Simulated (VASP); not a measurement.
Here is a VASP 6.6.1 calculation.

The input INCAR:

```
SYSTEM = Li
PREC = Accurate
ENCUT = 520
EDIFF = 1E-7
ISMEAR = -1
SIGMA = 0.1
LREAL = .False.
LASPH = .True.
NELM = 100
ALGO = Normal
ISIF = 2
LWAVE = .False.
LCHARG = .False.
GGA = RP
NBANDS = 10
```

File KPOINTS:

```
regular mesh
0
Gamma
  13 13 7
  0 0 0
```

The input POSCAR:

```
Li
1.0
    3.1815754687      0.0000000000      0.0000000000
   -1.5907877343      2.7553251799      0.0000000000
    0.0000000000      0.0000000000      5.1903898973
Li
2
Direct
    0.3333333333      0.6666666667      0.2500000000
    0.6666666667      0.3333333333      0.7500000000
```

Potentials or basis: VASP PAW PBE potentials, release 64 (Li_sv).

Launch:

```sh
$ cat potpaw_PBE.64/Li_sv/POTCAR > POTCAR
$ mpirun -np 1 vasp_std > vasp.out
```

Task: Estimate the band gap on the k mesh.

Result: Zero (band 3 reaches 1.91 eV, above the bottom of band 4 at -1.65 eV).
